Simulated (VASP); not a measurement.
Input of a VASP 6.6.1 run:

The input POSCAR:

```
SnO
1.0
    3.8305139423      0.0000000000      0.0000000000
    0.0000000000      3.8305139423      0.0000000000
    0.0000000000      0.0000000000      4.8059711001
Sn O
2 2
Direct
    0.0000000000      0.5000000000      0.2364286208
    0.5000000000      0.0000000000      0.7635713792
    0.5000000000      0.5000000000      0.0000000000
    0.0000000000      0.0000000000      0.0000000000
```

INCAR.step1

```
ALGO = Normal
EDIFF = 1E-5
ENCUT = 660
GGA = PE
GGA_COMPAT = False
ISMEAR = 0
LASPH = True
LCHARG = False
LREAL = False
LWAVE = True
NBANDS = 28
NELM = 120
PREC = Accurate
SIGMA = 0.01
```

File INCAR.step2:

```
ALGO = Normal
EDIFF = 1E-6
ENCUT = 660
GGA_COMPAT = False
ISIF = 2
ISMEAR = 0
ISTART = 1
LASPH = True
LCHARG = False
LMIXTAU = True
LREAL = False
LWAVE = False
METAGGA = R2SCAN
NBANDS = 28
NELM = 120
PREC = Accurate
SIGMA = 0.01
```

The input KPOINTS:

```
k-points
0
Gamma
  6 6 6
```

Potentials or basis: VASP PAW PBE potentials, release 64 (Sn_d, O).

Launch:

```sh
$ cat potpaw_PBE.64/Sn_d/POTCAR potpaw_PBE.64/O/POTCAR > POTCAR
$ cp INCAR.step1 INCAR
$ mpirun -np 1 vasp_std > vasp.out
$ cp INCAR.step2 INCAR
$ mpirun -np 1 vasp_std > vasp.out
```

Problem. Estimate the largest force.

Solution. 0.122 eV/Å.

Problem. What does it give for the band gap on the k mesh?

Solution. 0.32 eV, indirect (least direct gap 2.31 eV).

Problem. Estimate the pressure.

Solution. 0.1 GPa.

Forces in eV/Å, atoms in the order of the input:
```
Sn   0.000  0.000  0.122
Sn   0.000  0.000 -0.122
O    0.000  0.000  0.000
O    0.000  0.000  0.000
```

Caveat: the cell differs from its parent crystal (strain +1.0%); the PAW data sets were made with another functional, which shifts forces and pressure a little; spin-orbit coupling is left out, which moves the levels of the heavy elements. A k mesh can miss the band edges.
